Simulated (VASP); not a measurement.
# CsH (Fm-3m) in VASP: a series of runs

CsH is run at these levels: LDA; tasks: single point.

Program: VASP 6.6.1. These are calculated values, not measurements. Logs are shortened: lines on timing, memory, paths and dates and some standing lists are left out, and cuts for length are marked.

### 1 The cell of the first run

Symmetry: Fm-3m, No. 225, cubic system. The conventional cell has a = 6.376 Å, b = 6.376 Å, c = 6.376 Å, α = 90.00°, β = 90.00°, γ = 90.00°. Within 4.2 Å of Cs (site symmetry m-3m) lie 6 H at 3.19 Å. Within 4.2 Å of H (site symmetry m-3m) lie 6 Cs at 3.19 Å.

### 2 Single point, LDA

The input, INCAR:

```
PREC = Accurate
ENCUT = 520
EDIFF = 1E-6
ISMEAR = 0
SIGMA = 0.02
LREAL = False
LASPH = True
NELM = 100
ALGO = Normal
ISIF = 2
LWAVE = False
LCHARG = False
GGA = CA
NBANDS = 12
```

The input, KPOINTS:

```
Automatic mesh
0
Gamma
  8 8 8
```

The input, POSCAR:

```
CsH
1.0
    0.0000000000      3.1880000000      3.1880000000
    3.1880000000      0.0000000000      3.1880000000
    3.1880000000      3.1880000000      0.0000000000
Cs H
1 1
Direct
    0.0000000000      0.0000000000      0.0000000000
    0.5000000000      0.5000000000      0.5000000000
```

Potentials or basis: VASP PAW LDA potentials, release 64 (Cs_sv, H).

Launch:

```
> cat potpaw_LDA.64/Cs_sv/POTCAR potpaw_LDA.64/H/POTCAR > POTCAR
> mpirun -np 1 vasp_std > vasp.out
```

OUTCAR:

```text
PREC = Accurate
   ENCUT = 520
   EDIFF = 1E-6
   ISMEAR = 0
   LREAL = False
   LASPH = True
   NELM = 100
   ISIF = 2
   GGA = CA

 ion  position               nearest neighbor table
   1  0.000  0.000  0.000-
   2  0.500  0.500  0.500-

  LATTYP: Found a face centered cubic cell.
 ALAT       =     6.3760000000

  Lattice vectors:

 A1 = (   0.0000000000,   3.1880000000,   3.1880000000)
 A2 = (   3.1880000000,   0.0000000000,   3.1880000000)
 A3 = (   3.1880000000,   3.1880000000,   0.0000000000)

Analysis of symmetry for initial positions (statically):
=====================================================================
 Subroutine PRICEL returns:
 Original cell was already a primitive cell.

 Routine SETGRP: Setting up the symmetry group for a
 face centered cubic supercell.

 Subroutine GETGRP returns: Found 48 space group operations
 (whereof 48 operations were pure point group operations)
 out of a pool of 48 trial point group operations.

The static configuration has the point symmetry O_h .

Analysis of symmetry for dynamics (positions and initial velocities):
=====================================================================
 Subroutine PRICEL returns:
 Original cell was already a primitive cell.

 Routine SETGRP: Setting up the symmetry group for a
 face centered cubic supercell.

 Subroutine GETGRP returns: Found 48 space group operations
 (whereof 48 operations were pure point group operations)
 out of a pool of 48 trial point group operations.

The dynamic configuration has the point symmetry O_h .

 Subroutine INISYM returns: Found 48 space group operations
 (whereof 48 operations are pure point group operations),
 and found     1 'primitive' translations

----------------------------------------------------------------------------------------

                                     Primitive cell

  volume of cell :      64.8015

  direct lattice vectors                    reciprocal lattice vectors
     0.000000000  3.188000000  3.188000000    -0.156838143  0.156838143  0.156838143
     3.188000000  0.000000000  3.188000000     0.156838143 -0.156838143  0.156838143
     3.188000000  3.188000000  0.000000000     0.156838143  0.156838143 -0.156838143

  length of vectors
     4.508512837  4.508512837  4.508512837     0.271651632  0.271651632  0.271651632

  position of ions in fractional coordinates (direct lattice)
     0.000000000  0.000000000  0.000000000
     0.500000000  0.500000000  0.500000000

  ion indices of the primitive-cell ions
   primitive index   ion index
                 1           1
                 2           2

----------------------------------------------------------------------------------------

 KPOINTS: Automatic mesh

Automatic generation of k-mesh.
 Grid dimensions read from file:
 generate k-points for:    8    8    8

 Generating k-lattice:

  Cartesian coordinates                     Fractional coordinates (reciprocal lattice)
    -0.019604768  0.019604768  0.019604768     0.125000000  0.000000000  0.000000000
     0.019604768 -0.019604768  0.019604768     0.000000000  0.125000000  0.000000000
     0.019604768  0.019604768 -0.019604768     0.000000000  0.000000000  0.125000000

  Length of vectors
     0.033956454  0.033956454  0.033956454

  Shift w.r.t. Gamma in fractional coordinates (k-lattice)
     0.000000000  0.000000000  0.000000000

 Subroutine IBZKPT returns following result:
 ===========================================

 Found     29 irreducible k-points:

 Following reciprocal coordinates:
            Coordinates               Weight
  0.000000  0.000000  0.000000      1.000000
  0.125000  0.000000  0.000000      8.000000
  0.250000  0.000000  0.000000      8.000000
  0.375000  0.000000  0.000000      8.000000
  0.500000  0.000000  0.000000      4.000000
  0.125000  0.125000  0.000000      6.000000
[... 16 lines left out ...]
  0.500000  0.250000  0.125000     48.000000
 -0.375000  0.250000  0.125000     24.000000
 [... further k-points ...]
   k-points           NKPTS =     29   k-points in BZ     NKDIM =     29   number of bands    NBANDS=     12
   number of dos      NEDOS =    301   number of ions     NIONS =      2
   total plane-waves  NPLWV =  46656
   dimension x,y,z NGX =    36 NGY =   36 NGZ =   36
   dimension x,y,z NGXF=    72 NGYF=   72 NGZF=   72
   ions per type =               1   1
   NGX,Y,Z   is equivalent  to a cutoff of  13.27, 13.27, 13.27 a.u.
   NGXF,Y,Z  is equivalent  to a cutoff of  26.55, 26.55, 26.55 a.u.
 SYSTEM =  unknown system
   PREC   = accura    normal or accurate (medium, high low for compatibility)
   ISTART =      0    job   : 0-new  1-cont  2-samecut
   ICHARG =      2    charge: 1-file 2-atom 10-const
   ISPIN  =      1    spin polarized calculation?
   LNONCOLLINEAR =      F non collinear calculations
   LSORBIT =      F    spin-orbit coupling
   LASPH  =      T    aspherical Exc in radial PAW
   ENCUT  =  520.0 eV  38.22 Ry    6.18 a.u.   8.38  8.38  8.38*2*pi/ulx,y,z
   NELM   =    100;   NELMIN=  2; NELMDL= -5     # of ELM steps
   EDIFF  = 0.1E-05   stopping-criterion for ELM
   LREAL  =      F    real-space projection
   EDIFFG = 0.1E-04   stopping-criterion for IOM
   NSW    =      0    number of steps for IOM
   IBRION =     -1    ionic relax: 0-MD 1-quasi-New 2-CG
   NFREE  =      0    steps in history (QN), initial steepest desc. (CG)
   ISIF   =      2    stress and relaxation
   ISYM   =      2    0-nonsym 1-usesym 2-fastsym
   POTIM  = 0.5000    time-step for ionic-motion
   TEBEG  =    0.0;   TEEND  =   0.0 temperature during run
   PSTRESS=    0.0 pullay stress
   NELECT =      10.0000    total number of electrons
   NUPDOWN=      -1.0000    fix difference up-down
   EMIN   =  10.00;   EMAX   =-10.00  energy-range for DOS
   EFERMI =   0.00;   METHOD = LEGACY
   ISMEAR =     0;   SIGMA  =   0.02  broadening in eV -4-tet -1-fermi 0-gaus
   EFERMI_NEDOS =   21; number of points for ismear=-14 and -15
   IALGO  =     38    algorithm
   IMIX   =      4    mixing-type and parameters
     AMIX     =   0.40;   BMIX     =  1.00
     AMIX_MAG =   1.60;   BMIX_MAG =  1.00
  volume/ion in A,a.u.               =      32.40       218.65
  Fermi-wavevector in a.u.,A,eV,Ry     =   0.878105  1.659378 10.491026  0.771069
  Thomas-Fermi vector in A             =   1.998146
   LORBIT       =      0    0 simple, 1 ext, 2 COOP (PROOUT), +10 PAW based schemes
   GGA     = CA    functional components
   LHFCALC =     F    Hartree Fock is set to
   AEXX    =    0.0000 exact exchange contribution
   IVDW    =     0    specifies the selected vdW correction
   LEPSILON=     F    determine dielectric tensor
   LRPA    =     F    only Hartree local field effects (RPA)
 non-spin polarized calculation
 Gauss-broadening in eV      SIGMA  =   0.02
  energy-cutoff  :      520.00
  volume of cell :       64.80
 maximum number of plane-waves:      1807
 NGX is ok and might be reduce to    36
   NGX = 17   NGY = 17   NGZ = 17

 number of electron      10.0000000 magnetization

 number of electron       9.9999999 magnetization

 Free energy of the ion-electron system (eV)
  ---------------------------------------------------
  ext. energy  EPLUGINS =         0.00000000
  ---------------------------------------------------
  free energy    TOTEN  =        -4.89176635 eV

  energy without entropy =       -4.89176635  energy(sigma->0) =       -4.89176635

 E-fermi :   0.1682     XC(G=0):  -7.5299

 val. band max:        0.0328038796   @ k =   0.5000   0.0000   0.0000
 cond. band min:       1.9687474060   @ k =   0.5000   0.0000   0.0000
 fundamental gap:      1.9359435264
 Fermi energy:         0.1682161818

 k-point     1 :       0.0000    0.0000    0.0000
  band No.  band energies     occupation
      1     -21.4162      2.00000
      2      -7.8636      2.00000
      3      -7.8636      2.00000
      4      -7.8636      2.00000
      5      -1.8385      2.00000
      6       5.0140      0.00000
      7       5.0140      0.00000
      8       5.0140      0.00000
      9       5.6937      0.00000
     10       6.8260      0.00000
     11       6.8260      0.00000
     12       8.5444      0.00000

 k-point     2 :       0.1250    0.0000    0.0000
  band No.  band energies     occupation
      1     -21.4046      2.00000
      2      -8.0114      2.00000
      3      -7.8782      2.00000
      4      -7.8782      2.00000
      5      -1.5862      2.00000
      6       4.4950      0.00000
      7       5.1301      0.00000
      8       5.1301      0.00000
      9       5.5162      0.00000
     10       6.5025      0.00000
     11       6.5025      0.00000
     12       9.2312      0.00000

 k-point     3 :       0.2500    0.0000    0.0000
  band No.  band energies     occupation
      1     -21.3765      2.00000
      2      -8.3355      2.00000
      3      -7.9129      2.00000
      4      -7.9129      2.00000
      5      -0.9791      2.00000
      6       3.3892      0.00000
      7       5.0617      0.00000
      8       5.0617      0.00000
      9       5.6853      0.00000
     10       6.5829      0.00000
     11       6.5829      0.00000
     12      10.7260      0.00000

 k-point     4 :       0.3750    0.0000    0.0000
  band No.  band energies     occupation
      1     -21.3480      2.00000
      2      -8.6247      2.00000
      3      -7.9469      2.00000
      4      -7.9469      2.00000
      5      -0.3128      2.00000
      6       2.4148      0.00000
      7       4.7237      0.00000
      8       4.7237      0.00000
      9       6.3672      0.00000
     10       7.4950      0.00000
     11       7.4950      0.00000
     12      10.6953      0.00000

 k-point     5 :       0.5000    0.0000    0.0000
  band No.  band energies     occupation
      1     -21.3360      2.00000
      2      -8.7365      2.00000
      3      -7.9607      2.00000
      4      -7.9607      2.00000
      5       0.0328      2.00000
      6       1.9687      0.00000
      7       4.5796      0.00000
      8       4.5796      0.00000
      9       7.0217      0.00000
     10       8.2278      0.00000
     11       8.2278      0.00000
     12       9.5215      0.00000
[... 228 lines left out ...]
      1     -21.3106      2.00000
      2      -8.6101      2.00000
      3      -8.1467      2.00000
      4      -8.1467      2.00000
      5      -1.1898      2.00000
      6       2.8869      0.00000
      7       5.3422      0.00000
      8       7.8879      0.00000
      9       8.1110      0.00000
     10       8.1110      0.00000
     11       8.3018      0.00000
     12       8.7780      0.00000

 k-point    22 :       0.3750    0.2500    0.1250
  band No.  band energies     occupation
      1     -21.3556      2.00000
      2      -8.3983      2.00000
      3      -8.0674      2.00000
      4      -7.9622      2.00000
      5      -0.7888      2.00000
      6       3.5865      0.00000
      7       3.7535      0.00000
      8       5.5555      0.00000
      9       6.0073      0.00000
     10       7.0542      0.00000
     11       7.8508      0.00000
     12      10.5906      0.00000

 k-point    23 :       0.5000    0.2500    0.1250
  band No.  band energies     occupation
      1     -21.3327      2.00000
      2      -8.5449      2.00000
      3      -8.1559      2.00000
      4      -8.0079      2.00000
      5      -0.4953      2.00000
      6       3.0033      0.00000
      7       4.0045      0.00000
      8       5.3130      0.00000
      9       6.6843      0.00000
     10       7.6268      0.00000
     11       8.6822      0.00000
     12       9.6241      0.00000

 k-point    24 :      -0.3750    0.2500    0.1250
  band No.  band energies     occupation
      1     -21.3232      2.00000
      2      -8.6060      2.00000
      3      -8.1830      2.00000
      4      -8.0334      2.00000
      5      -0.3798      2.00000
      6       2.7655      0.00000
      7       4.2715      0.00000
      8       5.2055      0.00000
      9       7.2971      0.00000
     10       7.4550      0.00000
     11       8.9377      0.00000
     12       9.1093      0.00000

 [... further k-points ...]
[... 5 lines left out ...]
  --------------------------------------------------------------------------------------
  -------------------------------------------------------------------------------------
  Total       -0.4993454     -0.4993454     -0.4993454      0.0000000      0.0000000      0.0000000
  in kB      -12.3460132    -12.3460132    -12.3460132      0.0000000      0.0000000      0.0000000
  external PRESSURE =     -12.3460132 kB  Pullay stress =       0.0000000 kB

 VOLUME and BASIS-vectors are now :
 -----------------------------------------------------------------------------
  energy-cutoff  :      520.00
  volume of cell :       64.80
      direct lattice vectors                 reciprocal lattice vectors
     0.000000000  3.188000000  3.188000000    -0.156838143  0.156838143  0.156838143
     3.188000000  0.000000000  3.188000000     0.156838143 -0.156838143  0.156838143
     3.188000000  3.188000000  0.000000000     0.156838143  0.156838143 -0.156838143

 POSITION                                       TOTAL-FORCE (eV/Angst)
 -----------------------------------------------------------------------------------
      0.00000      0.00000      0.00000        -0.000000     -0.000000     -0.000000
      3.18800      3.18800      3.18800         0.000000      0.000000      0.000000
 -----------------------------------------------------------------------------------
    total drift:                               -0.000000      0.000000      0.000000

  FREE ENERGIE OF THE ION-ELECTRON SYSTEM (eV)
  ---------------------------------------------------
  free  energy   TOTEN  =        -4.8917663472 eV

  energy  without entropy=       -4.8917663472  energy(sigma->0) =       -4.89176635
```

Wall time 16 s (1 thread of Intel Xeon Platinum 8375C at 2.90GHz (Ice Lake), shared host); peak memory 0.18 GiB.

Results:

```
Free energy            : -4.8918 eV
Pressure               : -1.2 GPa
Band gap on the k mesh : 1.94 eV, direct
```

Caveat: spin-orbit coupling is left out, which moves the levels of the heavy elements. A k mesh can miss the band edges.

### 3 Single point, LDA (volume scaled by 0.94)

The input, INCAR:

```
ALGO = Normal
EDIFF = 1E-6
ENCUT = 520
ISIF = 2
ISMEAR = 0
LASPH = T
LCHARG = F
LREAL = F
LWAVE = F
NBANDS = 12
NELM = 60
PREC = Accurate
SIGMA = 0.02
```

The input, KPOINTS:

```
k-points
0
Gamma
  8 8 8
```

The input, POSCAR:

```
CsH
1.0
    0.0000000000      2.9888330351      2.9888330351
    2.9888330351      0.0000000000      2.9888330351
    2.9888330351      2.9888330351      0.0000000000
Cs H
1 1
Direct
    0.0000000000      0.0000000000      0.0000000000
    0.5000000000      0.5000000000      0.5000000000
```

Potentials or basis: VASP PAW LDA potentials, release 64 (Cs_sv, H).

Launch:

```
> cat potpaw_LDA.64/Cs_sv/POTCAR potpaw_LDA.64/H/POTCAR > POTCAR
> mpirun -np 1 vasp_std > vasp.out
```

It took 12 s on 1 thread of AMD EPYC 7R13 (Zen 3), shared host; peak memory 0.13 GiB.

The run converged. Its results:

| Quantity | Value |
| --- | --- |
| Free energy | -4.9132 eV |
| Pressure | 0.9 GPa |
| Band gap on the k mesh | 1.61 eV, direct |

Levels at points of the mesh, in eV from the valence-band top:
| k point | band 3 | band 4 | band 5 | band 6 | band 7 | band 8 |
| --- | --- | --- | --- | --- | --- | --- |
| (0.00, 0.00, 0.00) | -7.84 | -7.84 | -2.32 | 4.88 | 4.88 | 4.88 |
| (0.50, 0.00, 0.00) | -8.00 | -8.00 | 0.00 | 1.61 | 4.37 | 4.37 |
| (0.50, 0.50, 0.00) | -8.32 | -8.32 | -1.88 | 2.34 | 6.10 | 8.78 |

Caveat: the cell differs from its parent crystal (volume scaled by 0.94); spin-orbit coupling is left out, which moves the levels of the heavy elements. A k mesh can miss the band edges.

### 4 Single point, LDA

This run uses another cell than the first one, of 28.40 Å³/atom, 0.877 times its volume.

The input, INCAR:

```
  PREC = Accurate
  ENCUT = 520
  EDIFF = 1E-6
  ISMEAR = 0
  SIGMA = 0.02
  LREAL = F
  LASPH = T
  NELM = 80
  ALGO = Normal
  ISIF = 2
  LWAVE = F
  LCHARG = F
  NBANDS = 12
```

The input, KPOINTS:

```
Automatic mesh
0
Gamma
  8 8 8
```

The input, POSCAR:

```
CsH
1.0
    0.0000000000      3.0511182310      3.0511182310
    3.0511182310      0.0000000000      3.0511182310
    3.0511182310      3.0511182310      0.0000000000
Cs H
1 1
Direct
    0.0000000000      0.0000000000      0.0000000000
    0.5000000000      0.5000000000      0.5000000000
```

Launch:

```
> cat potpaw_LDA.64/Cs_sv/POTCAR potpaw_LDA.64/H/POTCAR > POTCAR
> mpirun -np 1 vasp_std > vasp.out
```

Wall time 13 s (1 thread of AMD EPYC 7R13 (Zen 3), shared host); peak memory 0.13 GiB.

It converged, with:

```yaml
Free_energy: -4.9234 eV
Pressure: 0.0 GPa
Band_gap_on_the_k_mesh: 1.73 eV, direct
```

Levels at points of the mesh, in eV from the valence-band top:
| k point | band 1 | band 2 | band 3 | band 4 | band 5 | band 6 | band 7 | band 8 | band 9 | band 10 |
| --- | --- | --- | --- | --- | --- | --- | --- | --- | --- | --- |
| (0.00, 0.00, 0.00) | -21.57 | -7.85 | -7.85 | -7.85 | -2.18 | 4.93 | 4.93 | 4.93 | 6.11 | 7.00 |
| (0.50, 0.00, 0.00) | -21.43 | -9.10 | -7.99 | -7.99 | 0.00 | 1.73 | 4.45 | 4.45 | 7.39 | 8.62 |
| (0.50, 0.50, 0.00) | -21.39 | -8.91 | -8.25 | -8.25 | -1.65 | 2.53 | 5.83 | 8.48 | 8.59 | 8.59 |

Caveat: spin-orbit coupling is left out, which moves the levels of the heavy elements.

### 5 The runs side by side

| cell | gap on the mesh (eV) | pressure (GPa) |
| --- | --- | --- |
| a = 4.509 Å, angles 60.0°, 2 atoms | 1.94 | -1.2 |
| a = 4.227 Å, angles 60.0°, 2 atoms | 1.61 | 0.9 |
| a = 4.315 Å, angles 60.0°, 2 atoms | 1.73 | 0.0 |

Alike in all rows: task single point; level LDA; potentials or basis VASP PAW LDA potentials, release 64 (Cs_sv, H); no spin polarisation; k mesh 8 × 8 × 8; cutoff (eV) 520; smearing gaussian 0.02 eV.

Caveats: spin-orbit coupling is left out, which moves the levels of the heavy elements.

Total energies depend on the potentials used, so only differences within one code and one set of settings carry meaning.
